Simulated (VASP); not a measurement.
Input of a VASP 6.6.1 run:

INCAR

```
SYSTEM = TiO2
PREC = Accurate
ENCUT = 520
EDIFF = 1E-7
ISMEAR = -1
SIGMA = 0.02
LREAL = .False.
LASPH = .True.
NELM = 60
ALGO = Normal
ISIF = 2
LWAVE = .False.
LCHARG = .True.
LELF = .True.
LVHAR = .True.
NBANDS = 33
```

File KPOINTS:

```
regular mesh
0
Gamma
  6 6 9
  0 0 0
```

File POSCAR:

```
TiO2
1.0
    4.5998373239      0.0000000000      0.0000000000
    0.0000000000      4.5998373239      0.0000000000
    0.0000000000      0.0000000000      2.9592135600
Ti O
2 4
Direct
    0.5000000000      0.5000000000      0.0000000000
    0.0000000000      0.0000000000      0.5000000000
    0.6956786800      0.6956786800      0.5000000000
    0.8043213200      0.1956786800      0.0000000000
    0.1956786800      0.8043213200      0.0000000000
    0.3043213200      0.3043213200      0.5000000000
```

Potentials or basis: VASP PAW LDA potentials, release 64 (Ti_sv, O).

Command:

```bash
$ cat potpaw_LDA.64/Ti_sv/POTCAR potpaw_LDA.64/O/POTCAR > POTCAR
$ mpirun -np 1 vasp_std > vasp.out
```

(1) What does it give for the pressure?

(2) Estimate the band gap on the k mesh.

Answers

(1) -7.8 GPa.

(2) 1.75 eV, direct.
